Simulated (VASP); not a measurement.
# NbAl7N8 in VASP: single point with PBEsol+U

Aim: the single point of NbAl7N8 with PBEsol+U.

Program: VASP 6.6.1. These are calculated values, not measurements. Logs are shortened: lines on timing, memory, paths and dates and some standing lists are left out, and cuts for length are marked.

## 1. The cell of the first run

The typed cell holds 16 atoms: a = 6.220 Å, b = 6.220 Å, c = 4.980 Å, α = 90.00°, β = 90.00°, γ = 120.00°.

## 2. Single point, PBEsol+U

INCAR reads:

```
  ALGO = Normal
  EDIFF = 1E-6
  ENCUT = 520
  GGA = PS
  ISIF = 2
  ISMEAR = 0
  LASPH = True
  LCHARG = False
  LDAU = True
  LDAUJ = 0 0 0
  LDAUL = 2 -1 -1
  LDAUPRINT = 1
  LDAUTYPE = 2
  LDAUU = 2 0 0
  LMAXMIX = 4
  LREAL = Auto
  LWAVE = False
  NBANDS = 51
  NELM = 150
  PREC = Accurate
  SIGMA = 0.05
```

KPOINTS reads:

```
k-points
0
Gamma
  3 3 4
```

POSCAR reads:

```
NbAl7N8
1.0
    6.2200009000      0.0000000000      0.0000000000
   -3.1100004000      5.3866788000      0.0000000000
    0.0000000000      0.0000000000      4.9800000000
Nb Al N
1 7 8
Direct
    0.3338417743      0.1666276143      0.9651237301
    0.3342406972      0.6668325378      0.0049829633
    0.8337097530      0.1663245265      0.0050034951
    0.8336936286      0.6668201850      0.0050110067
    0.1637037653      0.3368497293      0.4970635264
    0.1636873568      0.8262611323      0.4970751282
    0.6742438362      0.3368391606      0.4970901299
    0.6672381422      0.8333371740      0.5015561599
    0.3338759008      0.1666459026      0.4321118678
    0.3365163943      0.6679721355      0.3802378052
    0.8325784308      0.1640550719      0.3802522820
    0.8325734744      0.6679534474      0.3802579307
    0.1519303112      0.3486090891      0.8740846827
    0.1519190416      0.8027449092      0.8741002976
    0.6977341548      0.3485889324      0.8741258016
    0.6672264891      0.8333369640      0.8824691579
```

Potentials or basis: VASP PAW PBE potentials, release 64 (Nb_sv, Al, N).

Command:

```bash
> cat potpaw_PBE.64/Nb_sv/POTCAR potpaw_PBE.64/Al/POTCAR potpaw_PBE.64/N/POTCAR > POTCAR
> mpirun -np 1 vasp_std > vasp.out
```

OUTCAR:

```text
EDIFF = 1E-6
   ENCUT = 520
   GGA = PS
   ISIF = 2
   ISMEAR = 0
   LASPH = True
   LREAL = Auto
   NELM = 150
   PREC = Accurate

 ion  position               nearest neighbor table
   1  0.334  0.167  0.965-  14 2.01  15 2.01  13 2.01   9 2.33   6 2.97   5 2.97   7 2.97   4 3.12
                             3 3.12   2 3.12   2 3.12   3 3.12   4 3.12
   2  0.334  0.667  0.005-  13 1.84  14 1.84  10 1.87  16 1.89   5 3.03   6 3.03   8 3.05   8 3.08
                             6 3.09   5 3.09   4 3.11   3 3.11   3 3.11   4 3.11   1 3.12   1 3.12
   3  0.834  0.166  0.005-  13 1.84  15 1.84  11 1.87  16 1.89   5 3.03   7 3.03   8 3.05   8 3.08
                             7 3.09   5 3.09   2 3.11   4 3.11   4 3.11   2 3.11   1 3.12   1 3.12
   4  0.834  0.667  0.005-  15 1.84  14 1.84  12 1.87  16 1.89   6 3.03   7 3.03   8 3.05   8 3.08
                             7 3.09   6 3.09   2 3.11   3 3.11   3 3.11   2 3.11   1 3.12   1 3.12
   5  0.164  0.337  0.497-   9 1.86  11 1.88  10 1.88  13 1.88   1 2.97   3 3.03   2 3.03   6 3.04
                             7 3.04   2 3.09   3 3.09   8 3.11   8 3.11   7 3.18   6 3.18
   6  0.164  0.826  0.497-   9 1.86  12 1.88  10 1.88  14 1.88   1 2.97   4 3.03   2 3.03   5 3.04
                             7 3.04   2 3.09   4 3.09   8 3.11   8 3.11   7 3.18   5 3.18
   7  0.674  0.337  0.497-   9 1.86  12 1.88  11 1.88  15 1.88   1 2.97   4 3.03   3 3.03   6 3.04
                             5 3.04   3 3.09   4 3.09   8 3.11   8 3.11   5 3.18   6 3.18
   8  0.667  0.833  0.502-  12 1.88  11 1.88  10 1.88  16 1.90   4 3.05   3 3.05   2 3.05   2 3.08
                             4 3.08   3 3.08   6 3.11   5 3.11   7 3.11   7 3.11   5 3.11   6 3.11
   9  0.334  0.167  0.432-   7 1.86   5 1.86   6 1.86   1 2.33
  10  0.337  0.668  0.380-   2 1.87   6 1.88   5 1.88   8 1.88
  11  0.833  0.164  0.380-   3 1.87   5 1.88   7 1.88   8 1.88
  12  0.833  0.668  0.380-   4 1.87   6 1.88   7 1.88   8 1.88
  13  0.152  0.349  0.874-   2 1.84   3 1.84   5 1.88   1 2.01
  14  0.152  0.803  0.874-   4 1.84   2 1.84   6 1.88   1 2.01
  15  0.698  0.349  0.874-   4 1.84   3 1.84   7 1.88   1 2.01
  16  0.667  0.833  0.882-   2 1.89   4 1.89   3 1.89   8 1.90

  LATTYP: Found a hexagonal cell.
 ALAT       =     6.2200009000
 C/A-ratio  =     0.8006429710

  Lattice vectors:

 A1 = (   6.2200009000,   0.0000000000,   0.0000000000)
 A2 = (  -3.1100004000,   5.3866788000,   0.0000000000)
 A3 = (   0.0000000000,   0.0000000000,   4.9800000000)

Analysis of symmetry for initial positions (statically):
=====================================================================
 Subroutine PRICEL returns:
 Original cell was already a primitive cell.

 Routine SETGRP: Setting up the symmetry group for a
 hexagonal supercell.

 Subroutine GETGRP returns: Found  1 space group operations
 (whereof  1 operations were pure point group operations)
 out of a pool of 24 trial point group operations.

The static configuration has the point symmetry C_1 .

Analysis of symmetry for dynamics (positions and initial velocities):
=====================================================================
 Subroutine PRICEL returns:
 Original cell was already a primitive cell.

 Routine SETGRP: Setting up the symmetry group for a
 hexagonal supercell.

 Subroutine GETGRP returns: Found  1 space group operations
 (whereof  1 operations were pure point group operations)
 out of a pool of 24 trial point group operations.

The dynamic configuration has the point symmetry C_1 .

 Subroutine INISYM returns: Found  1 space group operations
 (whereof  1 operations are pure point group operations),
 and found     1 'primitive' translations

----------------------------------------------------------------------------------------

                                     Primitive cell

  volume of cell :     166.8556

  direct lattice vectors                    reciprocal lattice vectors
     6.220000900  0.000000000  0.000000000     0.160771681  0.092821572  0.000000000
    -3.110000400  5.386678800  0.000000000     0.000000000  0.185643146  0.000000000
     0.000000000  0.000000000  4.980000000     0.000000000  0.000000000  0.200803213

  length of vectors
     6.220000900  6.220000883  4.980000000     0.185643146  0.185643146  0.200803213

  position of ions in fractional coordinates (direct lattice)
[... 110 lines left out ...]
   TEBEG  =    0.0;   TEEND  =   0.0 temperature during run
   PSTRESS=    0.0 pullay stress
   NELECT =      74.0000    total number of electrons
   NUPDOWN=      -1.0000    fix difference up-down
   EMIN   =  10.00;   EMAX   =-10.00  energy-range for DOS
   EFERMI =   0.00;   METHOD = LEGACY
   ISMEAR =     0;   SIGMA  =   0.05  broadening in eV -4-tet -1-fermi 0-gaus
   EFERMI_NEDOS =   21; number of points for ismear=-14 and -15
   IALGO  =     38    algorithm
   IMIX   =      4    mixing-type and parameters
     AMIX     =   0.40;   BMIX     =  1.00
     AMIX_MAG =   1.60;   BMIX_MAG =  1.00
  volume/ion in A,a.u.               =      10.43        70.37
  Fermi-wavevector in a.u.,A,eV,Ry     =   1.248452  2.359232 21.206474  1.558632
  Thomas-Fermi vector in A             =   2.382538
   LORBIT       =      0    0 simple, 1 ext, 2 COOP (PROOUT), +10 PAW based schemes
 LDA+U is selected, type is set to LDAUTYPE =  2
   angular momentum for each species LDAUL =     2   -1   -1
   U (eV)           for each species LDAUU =   2.0  0.0  0.0
   J (eV)           for each species LDAUJ =   0.0  0.0  0.0
   GGA     = PS    functional components
   LHFCALC =     F    Hartree Fock is set to
   AEXX    =    0.0000 exact exchange contribution
   IVDW    =     0    specifies the selected vdW correction
   LEPSILON=     F    determine dielectric tensor
   LRPA    =     F    only Hartree local field effects (RPA)
 non-spin polarized calculation
 Gauss-broadening in eV      SIGMA  =   0.05
  energy-cutoff  :      520.00
  volume of cell :      166.86
 maximum number of plane-waves:      4554
 NGX is ok and might be reduce to    48
   NGX = 23   NGY = 23   NGZ = 19

atom =   1  type =  1  l = 2

 onsite density matrix

spin component  1

  0.2064 -0.0000 -0.0000 -0.0051  0.0000
 -0.0000  0.3228  0.0000  0.0000 -0.0052
 -0.0000  0.0000  0.1648  0.0000  0.0000
 -0.0051  0.0000  0.0000  0.3229 -0.0000
  0.0000 -0.0052  0.0000 -0.0000  0.2064

spin component  2

  0.2064 -0.0000 -0.0000 -0.0051  0.0000
 -0.0000  0.3228  0.0000  0.0000 -0.0052
 -0.0000  0.0000  0.1648  0.0000  0.0000
 -0.0051  0.0000  0.0000  0.3229 -0.0000
  0.0000 -0.0052  0.0000 -0.0000  0.2064

 occupancies and eigenvectors

  o =  0.1648  v =  0.0001 -0.0000  1.0000 -0.0000 -0.0003  0.0000  0.0000  0.0000  0.0000  0.0000      0.0000  0.0000  0.0000  0.0000  0.0000  0.0000  0.0000  0.0000  0.0000  0.0000
  o =  0.1648  v =  0.0000  0.0000  0.0000  0.0000  0.0000  0.0001 -0.0000  1.0000 -0.0000 -0.0003      0.0000  0.0000  0.0000  0.0000  0.0000  0.0000  0.0000  0.0000  0.0000  0.0000
  o =  0.2062  v =  0.0000  0.0000  0.0000  0.0000  0.0000  0.3933 -0.0405 -0.0003  0.0172 -0.9183      0.0000  0.0000  0.0000  0.0000  0.0000  0.0000  0.0000  0.0000  0.0000  0.0000
  o =  0.2062  v =  0.3933 -0.0405 -0.0003  0.0172 -0.9183  0.0000  0.0000  0.0000  0.0000  0.0000      0.0000  0.0000  0.0000  0.0000  0.0000  0.0000  0.0000  0.0000  0.0000  0.0000
  o =  0.2062  v =  0.9183  0.0175  0.0001  0.0405  0.3933  0.0000  0.0000  0.0000  0.0000  0.0000      0.0000  0.0000  0.0000  0.0000  0.0000  0.0000  0.0000  0.0000  0.0000  0.0000
  o =  0.2062  v =  0.0000  0.0000  0.0000  0.0000  0.0000  0.9183  0.0175  0.0001  0.0405  0.3933      0.0000  0.0000  0.0000  0.0000  0.0000  0.0000  0.0000  0.0000  0.0000  0.0000
  o =  0.3230  v =  0.0000  0.0000  0.0000  0.0000  0.0000  0.0038  0.9951 -0.0000 -0.0880 -0.0439      0.0000  0.0000  0.0000  0.0000  0.0000  0.0000  0.0000  0.0000  0.0000  0.0000
  o =  0.3230  v =  0.0038  0.9951 -0.0000 -0.0880 -0.0439  0.0000  0.0000  0.0000  0.0000  0.0000      0.0000  0.0000  0.0000  0.0000  0.0000  0.0000  0.0000  0.0000  0.0000  0.0000
  o =  0.3231  v =  0.0439 -0.0880 -0.0000 -0.9951  0.0040  0.0000  0.0000  0.0000  0.0000  0.0000      0.0000  0.0000  0.0000  0.0000  0.0000  0.0000  0.0000  0.0000  0.0000  0.0000
  o =  0.3231  v =  0.0000  0.0000  0.0000  0.0000  0.0000  0.0439 -0.0880 -0.0000 -0.9951  0.0040      0.0000  0.0000  0.0000  0.0000  0.0000  0.0000  0.0000  0.0000  0.0000  0.0000

 number of electron      73.9999996 magnetization

 Free energy of the ion-electron system (eV)
  ---------------------------------------------------
  ext. energy  EPLUGINS =         0.00000000
  ---------------------------------------------------
  free energy    TOTEN  =      -125.85345236 eV

  energy without entropy =     -125.85226695  energy(sigma->0) =     -125.85285965

 E-fermi :  10.1310     XC(G=0): -11.4230

 val. band max:       10.0514103071   @ k =   0.0000   0.0000   0.2500
 cond. band min:      10.2070373505   @ k =   0.0000  -0.3333   0.2500
 fundamental gap:      0.1556270434
 Fermi energy:        10.1310380292

 k-point     1 :       0.0000    0.0000    0.0000
  band No.  band energies     occupation
      1     -46.3348      2.00000
      2     -22.7217      2.00000
      3     -22.7215      2.00000
      4     -22.3540      2.00000
      5      -8.5639      2.00000
      6      -6.6143      2.00000
[... 977 lines left out ...]
     48      14.4128      0.00000
     49      15.1619      0.00000
 [bands above 49 left out]

------------------------ aborting loop because EDIFF is reached ----------------------------------------

  FORCE on cell =-STRESS in cart. coord.  units (eV):
  Direction    XX          YY          ZZ          XY          YZ          ZX
  --------------------------------------------------------------------------------------
  -------------------------------------------------------------------------------------
  Total       12.8150733     12.8146162      4.3584123     -0.0000703     -0.0003013      0.0003294
  in kB      123.0526035    123.0482145     41.8502468     -0.0006748     -0.0028930      0.0031626
  external PRESSURE =      95.9836882 kB  Pullay stress =       0.0000000 kB

 VOLUME and BASIS-vectors are now :
 -----------------------------------------------------------------------------
  energy-cutoff  :      520.00
  volume of cell :      166.86
      direct lattice vectors                 reciprocal lattice vectors
     6.220000900  0.000000000  0.000000000     0.160771681  0.092821572  0.000000000
    -3.110000400  5.386678800  0.000000000     0.000000000  0.185643146  0.000000000
     0.000000000  0.000000000  4.980000000     0.000000000  0.000000000  0.200803213

 POSITION                                       TOTAL-FORCE (eV/Angst)
 -----------------------------------------------------------------------------------
      1.55828      0.89757      4.80632         0.001137      0.000924     -0.536742
      0.00513      3.59201      0.02482         0.149674      0.086760      0.186527
      4.66841      0.89594      0.02492         0.001360     -0.174292      0.186093
      3.11176      3.59195      0.02495        -0.151550      0.086285      0.185488
     -0.02937      1.81450      2.47538         0.008144     -0.005433     -0.038906
     -1.55154      4.45080      2.47543         0.001156      0.010486     -0.039681
[... 8 lines left out ...]
      3.25580      1.87774      4.35315        -0.186666     -0.107628      0.069643
      1.55847      4.48892      4.39470        -0.000299      0.000128     -0.043997
 -----------------------------------------------------------------------------------
    total drift:                                0.001719     -0.004024      0.011761

  FREE ENERGIE OF THE ION-ELECTRON SYSTEM (eV)
  ---------------------------------------------------
  free  energy   TOTEN  =      -125.8534523596 eV

  energy  without entropy=     -125.8522669497  energy(sigma->0) =     -125.85285965
```

Run time: 3.3 min. Hardware: 1 thread of AMD EPYC 9R45 (Zen 5), shared host; peak memory 0.31 GiB.

What came out:

```
Free energy            : -125.8535 eV
Pressure               : 9.6 GPa
Largest force          : 0.537 eV/Å
Band gap on the k mesh : zero (bands 37 and 38 overlap by 0.32 eV)
```

Forces on the atoms (eV/Å):
```
Nb   0.001  0.001 -0.537
Al   0.150  0.087  0.187
Al   0.001 -0.174  0.186
Al  -0.152  0.086  0.185
Al   0.008 -0.005 -0.039
Al   0.001  0.010 -0.040
Al  -0.008 -0.005 -0.040
Al  -0.002  0.000  0.022
N   -0.001  0.000 -0.286
N   -0.028 -0.016  0.065
N    0.000  0.032  0.065
N    0.027 -0.015  0.065
N    0.188 -0.108  0.070
N    0.000  0.216  0.070
N   -0.187 -0.108  0.070
N    0.000  0.000 -0.044
```

Eigenvalues of the final occupation matrices:
| site | spin | trace | eigenvalues |
| --- | --- | --- | --- |
| site 1 d | 1 | 1.22 | 0.16 0.21 0.21 0.32 0.32 |
| site 1 d | 2 | 1.22 | 0.16 0.21 0.21 0.32 0.32 |

Caveat: the k points lie up to 0.39 Å⁻¹ apart; the PAW data sets were made with another functional, which shifts forces and pressure a little; U without spin polarisation on a metal has little footing.
